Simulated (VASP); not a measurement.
# AlN: single point with r2SCAN

Crystal: AlN.

```
Al N
1.0
     3.10669    0.00000    0.00000
    -1.55335    2.69048    0.00000
     0.00000    0.00000    4.97859
Al N
2 2
Direct
  0.33333 0.66667 0.99670
  0.66667 0.33333 0.49670
  0.33333 0.66667 0.37830
  0.66667 0.33333 0.87830
```

* Program: VASP 6.6.1
* Task: single point
* Functional: r2SCAN
* Potentials or basis: VASP PAW PBE potentials, release 64 (Al, N)
* Cutoff: 520 eV
* k mesh: 12 × 12 × 6
* Occupations: gaussian, width 0.01 eV
* Spin: no spin polarisation
* Dipole correction: no
* Further INCAR settings: ALGO = Normal; EDIFF = 1e-06; NBANDS = 16

```yaml
Pressure: -0.4 GPa
Band_gap_on_the_k_mesh: 4.92 eV
```

Forces on the atoms (eV/Å):
```
Al   0.000  0.000 -0.002
Al   0.000  0.000 -0.002
N    0.000  0.000  0.002
N    0.000  0.000  0.002
```

Levels at points of the mesh, in eV from the valence-band top:
| k point | band 4 | band 5 | band 6 | band 7 | band 8 | band 9 | band 10 | band 11 | band 12 | band 13 |
| --- | --- | --- | --- | --- | --- | --- | --- | --- | --- | --- |
| (0.00, 0.00, 0.00) | -0.88 | -0.88 | -0.22 | -0.22 | 0.00 | 4.92 | 7.54 | 11.62 | 12.04 | 12.04 |
| (0.50, 0.00, 0.00) | -4.22 | -3.39 | -2.14 | -1.77 | -0.71 | 6.45 | 6.56 | 9.05 | 11.26 | 11.72 |
| (0.00, 0.00, 0.50) | -3.37 | -0.56 | -0.56 | -0.56 | -0.56 | 7.26 | 7.26 | 11.32 | 11.32 | 12.36 |
| (0.50, 0.00, 0.50) | -5.66 | -1.50 | -1.50 | -1.39 | -1.39 | 6.00 | 6.00 | 10.15 | 10.15 | 12.94 |

Run time: 91 s on 1 thread of AMD EPYC 9R45 96-Core Processor (Zen 5), with other jobs on the host, peak memory 0.16 GiB.

Caveat: the PAW data sets were made with another functional, which shifts forces and pressure a little. A k mesh can miss the band edges.
